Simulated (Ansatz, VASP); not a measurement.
**Rh: VASP beside Ansatz**

The input INCAR:

```
ALGO = Normal
EDIFF = 1E-7
ENCUT = 520
GGA = PE
ISIF = 2
ISMEAR = -1
LASPH = True
LCHARG = True
LELF = True
LREAL = False
LVHAR = True
LWAVE = False
NBANDS = 14
NELM = 80
PREC = Accurate
SIGMA = 0.05
```

File KPOINTS:

```
k-points
0
Gamma
  17 17 17
```

POSCAR

```
Rh
1.0
    0.0000000000      1.7398856045      1.7398856045
    1.7398856045      0.0000000000      1.7398856045
    1.7398856045      1.7398856045      0.0000000000
Rh
1
Direct
    0.0000000000      0.0000000000      0.0000000000
```

Input for Ansatz:

```yaml
crystal:
  lattice:
    - [0.0, 1.7398856045, 1.7398856045]
    - [1.7398856045, 0.0, 1.7398856045]
    - [1.7398856045, 1.7398856045, 0.0]
  atoms:
    - { symbol: Rh, position: [0.0, 0.0, 0.0] }
kpoints:
  mp_grid: { grid: [17, 17, 17] }
scf:
  occupations: { method: fermi_dirac, width: 0.05 }
hamiltonian:
  xc: pbe
  pseudopotentials: { kind: all_electron, lapw: { basis_error: 0.001 } }
output:
  forces: true
  stress: true
  eigenvalues: true
  populations: true
```

Change from the starting cell: volume scaled by 0.75, LAPW.

Alike in both runs: task single point; functional PBE; k mesh 17 × 17 × 17; occupations fermi-dirac, width 0.05 eV; no spin polarisation.

|  | VASP | Ansatz |
| --- | --- | --- |
| version | VASP 6.6.1 | Ansatz 0.2.0 |
| potentials or method | VASP PAW PBE potentials, release 64 (Rh_pv), cutoff 520 eV | all-electron LAPW, scalar-relativistic |

```tsv
	VASP	Ansatz	Ansatz less VASP
pressure (GPa)	153.5	152.7	-0.77
```

Both programs put the cell under a high pressure, so it lies far from rest at this level. Ansatz ran all-electron here, and VASP with PAW potentials.

Noted on VASP's run: the cell as given lies far from equilibrium.
